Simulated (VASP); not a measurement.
Input of a VASP 6.6.1 run:

The input POSCAR:

```
BN
1.0
    0.0000000000      1.8048254656      1.8048254656
    1.8048254656      0.0000000000      1.8048254656
    1.8048254656      1.8048254656      0.0000000000
B N
1 1
Direct
    0.0000000000      0.0000000000      0.0000000000
    0.2500000000      0.2500000000      0.2500000000
```

Contents of INCAR.step1:

```
ALGO = Normal
EDIFF = 1E-5
ENCUT = 520
GGA = PE
ISIF = 2
ISMEAR = 0
LASPH = True
LREAL = False
LWAVE = True
NBANDS = 11
NELM = 80
PREC = Accurate
SIGMA = 0.01
```

The input INCAR.step2:

```
AEXX = 0.25
ALGO = Normal
EDIFF = 1E-6
ENCUT = 520
GGA = PE
ISIF = 2
ISMEAR = 0
ISTART = 1
LASPH = True
LCHARG = True
LELF = True
LHFCALC = True
LREAL = False
LVHAR = True
LWAVE = False
NBANDS = 11
NELM = 80
PREC = Accurate
PRECFOCK = Normal
SIGMA = 0.01
```

File KPOINTS:

```
k-points
0
Gamma
  8 8 8
```

Potentials or basis: VASP PAW PBE potentials, release 64 (B, N).

Run with:

```sh
$ cat potpaw_PBE.64/B/POTCAR potpaw_PBE.64/N/POTCAR > POTCAR
$ cp INCAR.step1 INCAR
$ mpirun -np 1 vasp_std > vasp.out
$ cp INCAR.step2 INCAR
$ mpirun -np 1 vasp_std > vasp.out
```

**Question.** Estimate the pressure.

**Answer.** -3.9 GPa.

**Question.** Predict the band gap on the k mesh.

**Answer.** 6.55 eV, indirect (least direct gap 11.35 eV).

Caveat: the PAW data sets were made with another functional, which shifts forces and pressure a little. A k mesh can miss the band edges.
